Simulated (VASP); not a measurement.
# Hf (Im-3m) in VASP: settings compared

Aim: see how the results for Hf move with the level of theory and the settings. Levels: PBE-based screened hybrid, r2SCANh. Tasks: single point.

All numbers are computed with VASP 6.6.1; they aren't measurements. Logs are shortened: lines on timing, memory, paths and dates and some standing lists are left out, and cuts for length are marked.

### 1 The cell of the first run

It takes space group Im-3m (No. 229, cubic). The conventional cell has a = 3.610 Å, b = 3.610 Å, c = 3.610 Å, α = 90.00°, β = 90.00°, γ = 90.00°. Within 4.1 Å of Hf (site symmetry m-3m) lie 14 Hf at 3.13 to 3.61 Å.

### 2 Single point, PBE-based screened hybrid

POSCAR reads:

```
Hf
1.0
   -1.8050000000      1.8050000000      1.8050000000
    1.8050000000     -1.8050000000      1.8050000000
    1.8050000000      1.8050000000     -1.8050000000
Hf
1
Direct
    0.0000000000      0.0000000000      0.0000000000
```

INCAR.step1 reads:

```
ALGO = Normal
EDIFF = 1E-5
ENCUT = 520
GGA = PE
ISIF = 2
ISMEAR = -1
LASPH = True
LCHARG = False
LREAL = False
LWAVE = True
NBANDS = 11
NELM = 60
PREC = Accurate
SIGMA = 0.05
```

INCAR.step2 reads:

```
AEXX = 0.25
ALGO = Normal
EDIFF = 1E-6
ENCUT = 520
GGA = PE
HFSCREEN = 0.3
ISIF = 2
ISMEAR = -1
ISTART = 1
LASPH = True
LCHARG = False
LHFCALC = True
LREAL = False
LWAVE = False
NBANDS = 11
NELM = 60
PREC = Accurate
PRECFOCK = Normal
SIGMA = 0.05
```

KPOINTS reads:

```
k-points
0
Gamma
  5 5 5
```

Potentials or basis: VASP PAW PBE potentials, release 64 (Hf_pv).

Started as:

```console
$ cat potpaw_PBE.64/Hf_pv/POTCAR > POTCAR
$ cp INCAR.step1 INCAR
$ mpirun -np 1 vasp_std > vasp.out
$ cp INCAR.step2 INCAR
$ mpirun -np 1 vasp_std > vasp.out
```

OUTCAR:

```text
AEXX = 0.25
   EDIFF = 1E-6
   ENCUT = 520
   GGA = PE
   HFSCREEN = 0.3
   ISIF = 2
   ISMEAR = -1
   ISTART = 1
   LASPH = True
   LHFCALC = True
   LREAL = False
   NELM = 60
   PREC = Accurate
   PRECFOCK = Normal

 ion  position               nearest neighbor table
   1  0.000  0.000  0.000-

  LATTYP: Found a body centered cubic cell.
 ALAT       =     3.6100000000

  Lattice vectors:

 A1 = (  -1.8050000000,   1.8050000000,   1.8050000000)
 A2 = (   1.8050000000,  -1.8050000000,   1.8050000000)
 A3 = (   1.8050000000,   1.8050000000,  -1.8050000000)

Analysis of symmetry for initial positions (statically):
=====================================================================
 Subroutine PRICEL returns:
 Original cell was already a primitive cell.

 Routine SETGRP: Setting up the symmetry group for a
 body centered cubic supercell.

 Subroutine GETGRP returns: Found 48 space group operations
 (whereof 48 operations were pure point group operations)
 out of a pool of 48 trial point group operations.

The static configuration has the point symmetry O_h .

Analysis of symmetry for dynamics (positions and initial velocities):
=====================================================================
 Subroutine PRICEL returns:
 Original cell was already a primitive cell.

 Routine SETGRP: Setting up the symmetry group for a
 body centered cubic supercell.

 Subroutine GETGRP returns: Found 48 space group operations
 (whereof 48 operations were pure point group operations)
 out of a pool of 48 trial point group operations.

The dynamic configuration has the point symmetry O_h .

 Subroutine INISYM returns: Found 48 space group operations
 (whereof 48 operations are pure point group operations),
 and found     1 'primitive' translations

----------------------------------------------------------------------------------------

                                     Primitive cell

  volume of cell :      23.5229

  direct lattice vectors                    reciprocal lattice vectors
    -1.805000000  1.805000000  1.805000000     0.000000000  0.277008310  0.277008310
     1.805000000 -1.805000000  1.805000000     0.277008310  0.000000000  0.277008310
     1.805000000  1.805000000 -1.805000000     0.277008310  0.277008310  0.000000000

  length of vectors
     3.126351708  3.126351708  3.126351708     0.391748909  0.391748909  0.391748909

  position of ions in fractional coordinates (direct lattice)
     0.000000000  0.000000000  0.000000000

  ion indices of the primitive-cell ions
   primitive index   ion index
                 1           1

----------------------------------------------------------------------------------------

 KPOINTS: k-points

Automatic generation of k-mesh.
 Grid dimensions read from file:
 generate k-points for:    5    5    5

 Generating k-lattice:

  Cartesian coordinates                     Fractional coordinates (reciprocal lattice)
     0.000000000  0.055401662  0.055401662     0.200000000  0.000000000  0.000000000
     0.055401662  0.000000000  0.055401662     0.000000000  0.200000000  0.000000000
     0.055401662  0.055401662  0.000000000     0.000000000  0.000000000  0.200000000

  Length of vectors
     0.078349782  0.078349782  0.078349782

  Shift w.r.t. Gamma in fractional coordinates (k-lattice)
     0.000000000  0.000000000  0.000000000

 Subroutine IBZKPT returns following result:
 ===========================================

 Found     10 irreducible k-points:

 Following reciprocal coordinates:
            Coordinates               Weight
  0.000000  0.000000  0.000000      1.000000
  0.200000  0.000000  0.000000     12.000000
  0.400000  0.000000  0.000000     12.000000
  0.200000  0.200000  0.000000     24.000000
  0.400000  0.200000  0.000000     24.000000
  0.200000  0.200000  0.200000      8.000000
 -0.200000  0.200000  0.200000      6.000000
 -0.400000  0.400000  0.200000     24.000000
 -0.400000 -0.400000  0.200000      8.000000
 -0.400000  0.400000  0.400000      6.000000
   k-points           NKPTS =     10   k-points in BZ     NKDIM =    125   number of bands    NBANDS=     11
   number of dos      NEDOS =    301   number of ions     NIONS =      1
   total plane-waves  NPLWV =  13824
   dimension x,y,z NGX =    24 NGY =   24 NGZ =   24
   dimension x,y,z NGXF=    48 NGYF=   48 NGZF=   48
   ions per type =               1
   NGX,Y,Z   is equivalent  to a cutoff of  12.76, 12.76, 12.76 a.u.
   NGXF,Y,Z  is equivalent  to a cutoff of  25.52, 25.52, 25.52 a.u.
 SYSTEM =  unknown system
   PREC   = accura    normal or accurate (medium, high low for compatibility)
   ISTART =      1    job   : 0-new  1-cont  2-samecut
   ICHARG =      0    charge: 1-file 2-atom 10-const
   ISPIN  =      1    spin polarized calculation?
   LNONCOLLINEAR =      F non collinear calculations
   LSORBIT =      F    spin-orbit coupling
   LASPH  =      T    aspherical Exc in radial PAW
   ENCUT  =  520.0 eV  38.22 Ry    6.18 a.u.   5.81  5.81  5.81*2*pi/ulx,y,z
   NELM   =     60;   NELMIN=  2; NELMDL=  0     # of ELM steps
   EDIFF  = 0.1E-05   stopping-criterion for ELM
   LREAL  =      F    real-space projection
   EDIFFG = 0.1E-04   stopping-criterion for IOM
   NSW    =      0    number of steps for IOM
   IBRION =     -1    ionic relax: 0-MD 1-quasi-New 2-CG
   NFREE  =      0    steps in history (QN), initial steepest desc. (CG)
   ISIF   =      2    stress and relaxation
   ISYM   =      3    0-nonsym 1-usesym 2-fastsym
   POTIM  = 0.5000    time-step for ionic-motion
   TEBEG  =    0.0;   TEEND  =   0.0 temperature during run
   PSTRESS=    0.0 pullay stress
   NELECT =      10.0000    total number of electrons
   NUPDOWN=      -1.0000    fix difference up-down
   EMIN   =  10.00;   EMAX   =-10.00  energy-range for DOS
   EFERMI =   0.00;   METHOD = LEGACY
   ISMEAR =    -1;   SIGMA  =   0.05  broadening in eV -4-tet -1-fermi 0-gaus
   EFERMI_NEDOS =   21; number of points for ismear=-14 and -15
   IALGO  =     38    algorithm
   IMIX   =      1    mixing-type and parameters
     AMIX     =   0.40;   BMIX     =  1.00
     AMIX_MAG =   1.60;   BMIX_MAG =  1.00
  volume/ion in A,a.u.               =      23.52       158.74
  Fermi-wavevector in a.u.,A,eV,Ry     =   1.230961  2.326179 20.616432  1.515265
  Thomas-Fermi vector in A             =   2.365789
   LORBIT       =      0    0 simple, 1 ext, 2 COOP (PROOUT), +10 PAW based schemes
   GGA     = PE    functional components
   LHFCALC =     T    Hartree Fock is set to
   PRECFOCK=normal    Normal, Fast or Accurate (Low or Medium for compatibility)
   ENCUT4O =  -1.0   cutoff for four orbital integrals eV
   NKREDX  =     1    reduce k-point grid by
   NKREDY  =     1    reduce k-point grid by
   NKREDZ  =     1    reduce k-point grid by
   AEXX    =    0.2500 exact exchange contribution
   HFSCREEN=    0.3000 screening length (either q_TF or 0.3 A-1)
   HFSCREENC=   0.3000 screening length for correlation (either q_TF or 0.3 A-1)
   ENCUTFOCK=  -1.0 apply spherical cutoff to Coloumb kernel
   IVDW    =     0    specifies the selected vdW correction
   LEPSILON=     F    determine dielectric tensor
   LRPA    =     F    only Hartree local field effects (RPA)
 non-spin polarized calculation
  energy-cutoff  :      520.00
  volume of cell :       23.52
 maximum number of plane-waves:       650
  NGX = 18; NGY = 18; NGZ = 18

 number of electron      10.0000001 magnetization

 Free energy of the ion-electron system (eV)
  ---------------------------------------------------
  ext. energy  EPLUGINS =         0.00000000
  ---------------------------------------------------
  free energy    TOTEN  =       -10.66905337 eV

  energy without entropy =      -10.64749115  energy(sigma->0) =      -10.65827226

 E-fermi :   4.0931     XC(G=0):  -9.2666

 val. band max:        4.0800940792   @ k =   0.4000   0.0000   0.0000
 cond. band min:       4.4594663257   @ k =   0.2000   0.2000   0.0000
 fundamental gap:      0.3793722466
 Fermi energy:         4.0930583865

 k-point     1 :       0.0000    0.0000    0.0000
  band No.  band energies     occupation
      1     -28.0269      2.00000
      2     -28.0269      2.00000
      3     -28.0269      2.00000
      4      -3.5397      2.00000
      5       6.1043      0.00000
      6       6.1043      0.00000
      7       6.1043      0.00000
      8       8.8376      0.00000
      9       8.8376      0.00000
     10      17.9149      0.00000
     11      17.9149      0.00000

 k-point     2 :       0.2000    0.0000    0.0000
  band No.  band energies     occupation
      1     -28.3043      2.00000
      2     -28.1091      2.00000
      3     -28.0275      2.00000
      4      -2.1062      2.00000
      5       5.2088      0.00000
      6       5.3098      0.00000
      7       7.4909      0.00000
      8       8.2271      0.00000
      9       8.8762      0.00000
     10      18.3364      0.00000
     11      18.4247      0.00000

 k-point     3 :       0.4000    0.0000    0.0000
  band No.  band energies     occupation
      1     -28.7258      2.00000
      2     -28.2390      2.00000
      3     -28.0283      2.00000
      4       0.3277      2.00000
      5       4.0801      1.12892
      6       4.5120      0.00046
      7       8.7117      0.00000
      8       9.4259      0.00000
      9      10.9680      0.00000
     10      15.3396      0.00000
     11      15.5978      0.00000
[... 71 lines left out ...]
 k-point     9 :      -0.4000   -0.4000    0.2000
  band No.  band energies     occupation
      1     -28.5712      2.00000
      2     -28.5712      2.00000
      3     -28.2539      2.00000
      4       2.6094      2.00000
      5       2.6094      2.00000
      6       4.5940      0.00009
      7       9.0955      0.00000
      8       9.0955      0.00000
      9      12.7625      0.00000
     10      14.5069      0.00000
     11      14.5069      0.00000

 k-point    10 :      -0.4000    0.4000    0.4000
  band No.  band energies     occupation
      1     -28.5470      2.00000
      2     -28.4910      2.00000
      3     -28.4910      2.00000
      4       1.8151      2.00000
      5       1.9369      2.00000
      6       8.5482      0.00000
      7       8.5482      0.00000
      8       9.6710      0.00000
      9      10.5296      0.00000
     10      14.9666      0.00000
     11      14.9667      0.00000

------------------------ aborting loop because EDIFF is reached ----------------------------------------

  FORCE on cell =-STRESS in cart. coord.  units (eV):
  Direction    XX          YY          ZZ          XY          YZ          ZX
  --------------------------------------------------------------------------------------
  -------------------------------------------------------------------------------------
  Total       -0.8245481     -0.8245481     -0.8245481      0.0000000      0.0000000      0.0000000
  in kB      -56.1610192    -56.1610192    -56.1610192      0.0000000      0.0000000      0.0000000
  external PRESSURE =     -56.1610192 kB  Pullay stress =       0.0000000 kB

 VOLUME and BASIS-vectors are now :
 -----------------------------------------------------------------------------
  energy-cutoff  :      520.00
  volume of cell :       23.52
      direct lattice vectors                 reciprocal lattice vectors
    -1.805000000  1.805000000  1.805000000     0.000000000  0.277008310  0.277008310
     1.805000000 -1.805000000  1.805000000     0.277008310  0.000000000  0.277008310
     1.805000000  1.805000000 -1.805000000     0.277008310  0.277008310  0.000000000

 POSITION                                       TOTAL-FORCE (eV/Angst)
 -----------------------------------------------------------------------------------
      0.00000      0.00000      0.00000        -0.000000      0.000000      0.000000
 -----------------------------------------------------------------------------------
    total drift:                                0.000000     -0.000000     -0.000000

  FREE ENERGIE OF THE ION-ELECTRON SYSTEM (eV)
  ---------------------------------------------------
  free  energy   TOTEN  =       -10.6690533740 eV

  energy  without entropy=      -10.6474911545  energy(sigma->0) =      -10.65827226
```

Wall time 4.5 min (1 thread of AMD EPYC 9R45 (Zen 5), shared host); peak memory 0.21 GiB.

What came out:

* Free energy: -10.6691 eV
* Pressure: -5.6 GPa
* Band gap on the k mesh: zero (band 5 reaches 6.10 eV, above the bottom of band 6 at 3.39 eV)

Levels at points of the mesh, in eV from the Fermi level:
```csv
k point,band 1,band 2,band 3,band 4,band 5,band 6,band 7,band 8,band 9,band 10
"(0.00, 0.00, 0.00)",-32.12,-32.12,-32.12,-7.63,2.01,2.01,2.01,4.74,4.74,13.82
```

Caveat: the k points lie up to 0.49 Å⁻¹ apart; the PAW data sets were made with another functional, which shifts forces and pressure a little; spin-orbit coupling is left out, which moves the levels of the heavy elements.

### 3 Single point, r2SCANh

POSCAR is that of step 2.

INCAR.step1 reads:

```
PREC = Accurate
ENCUT = 520
EDIFF = 1E-5
ISMEAR = -1
SIGMA = 0.05
LREAL = F
LASPH = T
NELM = 60
ALGO = Normal
ISIF = 2
LWAVE = T
LCHARG = F
GGA = PE
NBANDS = 11
```

INCAR.step2 reads:

```
PREC = Accurate
ENCUT = 520
EDIFF = 1E-7
ISMEAR = -1
SIGMA = 0.05
LREAL = F
LASPH = T
NELM = 60
ALGO = Normal
ISIF = 2
LWAVE = F
LCHARG = F
METAGGA = R2SCAN
LHFCALC = T
AEXX = 0.1
LMIXTAU = T
PRECFOCK = Normal
ISTART = 1
NBANDS = 11
```

KPOINTS reads:

```
Automatic mesh
0
Gamma
  5 5 5
```

Potentials or basis: VASP PAW PBE potentials, release 64 (Hf_pv).

Started as:

```console
$ cat potpaw_PBE.64/Hf_pv/POTCAR > POTCAR
$ cp INCAR.step1 INCAR
$ mpirun -np 1 vasp_std > vasp.out
$ cp INCAR.step2 INCAR
$ mpirun -np 1 vasp_std > vasp.out
```

Wall time 6.3 min (1 thread of AMD EPYC 9R45 (Zen 5), shared host); peak memory 0.12 GiB.

Results (log left out):

```yaml
Free_energy: -42.5118 eV
Pressure: -4.8 GPa
Band_gap_on_the_k_mesh: zero (band 5 reaches 6.19 eV, above the bottom of band 6 at 3.17 eV)
```

Levels at points of the mesh, in eV from the Fermi level:
```
           k point  band 1  band 2  band 3  band 4  band 5  band 6  band 7  band 8  band 9  band 10
(0.00, 0.00, 0.00)  -32.06  -32.06  -32.06   -7.60    2.24    2.24    2.24    4.90    4.90    12.86
```

Caveat: the k points lie up to 0.49 Å⁻¹ apart; the PAW data sets were made with another functional, which shifts forces and pressure a little; spin-orbit coupling is left out, which moves the levels of the heavy elements.
